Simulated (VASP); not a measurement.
Os, 2 atoms in the cell. It takes space group Cmcm (No. 63, orthorhombic). The conventional cell has a = 2.734 Å, b = 4.783 Å, c = 4.320 Å, α = 90.00°, β = 90.00°, γ = 90.00°. Within 3.5 Å of Os (site symmetry m2m) lie 12 Os at 2.68 to 2.75 Å.  This cell differs from its parent crystal: strain +0.0100 x Voigt [0, 1, 0, 0, 0, 0].

- Program: VASP 6.6.1
- Task: single point
- Functional: PBE
- Potentials or basis: VASP PAW PBE potentials, release 64 (Os)
- Cutoff: 520 eV
- k mesh: 18 × 18 × 12
- Occupations: gaussian, width 0.15 eV
- Spin: no spin polarisation
- Dipole correction: no
- Further INCAR settings: ALGO = Fast; EDIFF = 1e-06; NBANDS = 15

Potentials or basis: VASP PAW PBE potentials, release 64 (Os).

The run is started by

```sh
$ cat potpaw_PBE.64/Os/POTCAR > POTCAR
$ mpirun -np 1 vasp_std > vasp.out
```

Hardware: 1 thread of Intel(R) Xeon(R) Platinum 8488C (Sapphire Rapids), on a shared host.

Question: Estimate the wall time of this run.

Answer: Wall time 110 s on 1 thread of Intel(R) Xeon(R) Platinum 8488C (Sapphire Rapids), with other jobs on the host, peak memory 0.33 GiB. Counts: scf iterations 14, k points 637.
